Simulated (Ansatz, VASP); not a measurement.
## AlN: VASP beside Ansatz

```
Al N
1.0
     0.00000    1.93811    1.93811
     1.93811    0.00000    1.93811
     1.93811    1.93811    0.00000
Al N
1 1
Cartesian
  0.0000 0.0000 0.0000
  1.9381 1.9381 1.9381
```

Change from the starting cell: hydrostatic strain -4.0%.

Alike in both runs: task single point; functional HSE06; k mesh 8 × 8 × 8; no spin polarisation.

|  | VASP | Ansatz |
| --- | --- | --- |
| version | VASP 6.6.1 | Ansatz 0.2.0 |
| potentials or method | VASP PAW PBE potentials, release 64 (Al, N) | plane waves, PAW |
| plane-wave cutoff (eV) | 520 | 420 |
| occupations | gaussian, width 0.01 eV | fixed |
| valence electrons in the cell | 8 | 8 |

VASP gave:

```
gap on the k mesh at the Fermi level (eV) : 6.42
pressure (GPa)                            : 41.3
```

Problem. Which values does Ansatz return?

Solution. gap on the k mesh at the Fermi level (eV): 6.34; pressure (GPa): 41.1.

Both programs put the cell under a high pressure, so it lies far from rest at this level. Ansatz's warnings: stress exchange threshold loose, stress scf threshold loose.
